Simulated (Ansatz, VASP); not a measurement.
**Two plane-wave programs on Bi2Cl**

Contents of INCAR:

```
SYSTEM = Bi2Cl
PREC = Accurate
ENCUT = 520
EDIFF = 1E-6
ISMEAR = 0
SIGMA = 0.1
LREAL = .FALSE.
LASPH = .TRUE.
NELM = 80
ALGO = Fast
ISIF = 2
LWAVE = .FALSE.
LCHARG = .FALSE.
GGA = PE
NBANDS = 46
```

Contents of KPOINTS:

```
Automatic mesh
0
G
  4 4 4
  0 0 0
```

POSCAR

```
Bi2Cl
1.0
   -3.7618535524      3.7618535524      3.1313712501
    3.7618535524     -3.7618535524      3.1313712501
    3.7618535524      3.7618535524     -3.1313712501
Bi Cl
4 2
Direct
    0.6670000000      0.1670000000      0.8340000000
    0.1670000000      0.3330000000      0.5000000000
    0.3330000000      0.8330000000      0.1660000000
    0.8330000000      0.6670000000      0.5000000000
    0.2500000000      0.2500000000      0.0000000000
    0.7500000000      0.7500000000      0.0000000000
```

Input for Ansatz:

```yaml
crystal:
  lattice:
    - [-3.7618535524, 3.7618535524, 3.1313712501]
    - [3.7618535524, -3.7618535524, 3.1313712501]
    - [3.7618535524, 3.7618535524, -3.1313712501]
  atoms:
    - { symbol: Bi, position: [0.667, 0.167, 0.834] }
    - { symbol: Bi, position: [0.167, 0.333, 0.5] }
    - { symbol: Bi, position: [0.333, 0.833, 0.166] }
    - { symbol: Bi, position: [0.833, 0.667, 0.5] }
    - { symbol: Cl, position: [0.25, 0.25, 0.0] }
    - { symbol: Cl, position: [0.75, 0.75, 0.0] }
basis:
  ecutwfc: 420
kpoints:
  mp_grid: { grid: [4, 4, 4] }
hamiltonian:
  xc: pbe
scf:
  occupations: { method: gaussian, width: 0.1 }
  lower_state_search: "off"
output:
  forces: true
  stress: true
  eigenvalues: true
```

Alike in both runs: task single point; functional PBE; k mesh 4 × 4 × 4; occupations gaussian, width 0.1 eV; no spin polarisation.

```csv
,VASP,Ansatz
version,VASP 6.6.1,Ansatz 0.2.0
potentials or method,"VASP PAW PBE potentials, release 64 (Bi_d, Cl), cutoff 520 eV","scalar-relativistic, plane waves, PAW"
valence electrons in the cell,74,74
```

|  | VASP | Ansatz | Ansatz less VASP |
| --- | --- | --- | --- |
| gap on the k mesh at the Fermi level (eV) | none | none | - |
| pressure (GPa) | -1.2 | -1.1 | +0.05 |
| traceless stress, the component that is largest in VASP (GPa) | 0.35 | 0.35 | +0.003 |
| rms of the force components (eV/Å) | 0.113 | 0.112 | -0.0006 |

Atom by atom the forces differ by 0.001 eV/Å (rms over components). A gap of «none» marks a metal or a gap that the smearing closes. With one functional, cell and mesh, what is left measures potentials, basis and numerics.

Neither program's run includes spin-orbit coupling.
